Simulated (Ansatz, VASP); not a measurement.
One calculation of Sc5AlN6, two programs

The input INCAR:

```
SYSTEM = Sc5AlN6
PREC = Accurate
ENCUT = 520
EDIFF = 1E-6
ISMEAR = 0
SIGMA = 0.01
LREAL = .FALSE.
LASPH = .TRUE.
NELM = 60
ALGO = Normal
ISIF = 2
LWAVE = .FALSE.
LCHARG = .TRUE.
GGA = PS
LELF = .TRUE.
LVHAR = .TRUE.
NBANDS = 56
```

File KPOINTS:

```
regular mesh
0
G
  12 12 4
  0 0 0
```

POSCAR

```
Sc5AlN6
1.0
    3.1604587000      0.0000000000      0.0000000000
    0.0000000000      3.1604587000      0.0000000000
    0.0000000000      0.0000000000     13.2943238000
Sc Al N
5 1 6
Direct
    0.0000000000      0.0000000000      0.6587730000
    0.0000000000      0.0000000000      0.3412270000
    0.5000000000      0.5000000000      0.1706020000
    0.0000000000      0.0000000000      0.0000000000
    0.5000000000      0.5000000000      0.8293980000
    0.5000000000      0.5000000000      0.5000000000
    0.0000000000      0.0000000000      0.5000000000
    0.5000000000      0.5000000000      0.3440950000
    0.0000000000      0.0000000000      0.1699400000
    0.5000000000      0.5000000000      0.0000000000
    0.0000000000      0.0000000000      0.8300600000
    0.5000000000      0.5000000000      0.6559050000
```

Input for Ansatz:

```yaml
crystal:
  lattice:
    - [3.1604587, 0.0, 0.0]
    - [0.0, 3.1604587, 0.0]
    - [0.0, 0.0, 13.2943238]
  atoms:
    - { symbol: Sc, position: [0.0, 0.0, 0.658773] }
    - { symbol: Sc, position: [0.0, 0.0, 0.341227] }
    - { symbol: Sc, position: [0.5, 0.5, 0.170602] }
    - { symbol: Sc, position: [0.0, 0.0, 0.0] }
    - { symbol: Sc, position: [0.5, 0.5, 0.829398] }
    - { symbol: Al, position: [0.5, 0.5, 0.5] }
    - { symbol: "N", position: [0.0, 0.0, 0.5] }
    - { symbol: "N", position: [0.5, 0.5, 0.344095] }
    - { symbol: "N", position: [0.0, 0.0, 0.16994] }
    - { symbol: "N", position: [0.5, 0.5, 0.0] }
    - { symbol: "N", position: [0.0, 0.0, 0.83006] }
    - { symbol: "N", position: [0.5, 0.5, 0.655905] }
basis:
  ecutwfc: 420
kpoints:
  mp_grid: { grid: [12, 12, 4] }
  band_path:
    path:
      - [[0.0, 0.0, 0.0], [0.0, 0.5, 0.0], [0.5, 0.5, 0.0], [0.0, 0.0, 0.0], [0.0, 0.0, 0.5], [0.0, 0.5, 0.5], [0.5, 0.5, 0.5], [0.0, 0.0, 0.5]]
      - [[0.0, 0.5, 0.0], [0.0, 0.5, 0.5]]
      - [[0.5, 0.5, 0.0], [0.5, 0.5, 0.5]]
    npoints: 10
hamiltonian:
  xc: pbesol
scf:
  occupations: { method: gaussian, width: 0.01 }
  n_extra_bands: 30
output:
  forces: true
  stress: true
  eigenvalues: true
  populations: true
  dos: { projected: true, de: 0.02, nscf_kmesh: { grid: [15, 15, 5] } }
  bader: false
  write_density: true
  write_potential: true
  elf: true
  volumetric_format: npy
```

Alike in both runs: task single point; functional PBEsol; k mesh 12 × 12 × 4; occupations gaussian, width 0.01 eV; no spin polarisation.

```csv
,VASP,Ansatz
version,VASP 6.6.1,Ansatz 0.2.0
potentials or method,"VASP PAW PBE potentials, release 64 (Sc_sv, Al, N), cutoff 520 eV","scalar-relativistic, plane waves, PAW"
valence electrons in the cell,88,88
```

```csv
,VASP,Ansatz,Ansatz less VASP
gap on the k mesh at the Fermi level (eV),none,none,-
pressure (GPa),-5.1,-5.9,-0.79
"traceless stress, the component that is largest in VASP (GPa)",0.09,0.08,-0.008
rms of the force components (eV/Å),0.009,0.009,+0.0006
```

VASP's potentials were made for PBE, not for PBEsol. Atom by atom the forces differ by 0.010 eV/Å (rms over components). A gap of «none» marks a metal or a gap that the smearing closes. With one functional, cell and mesh, what is left measures potentials, basis and numerics.
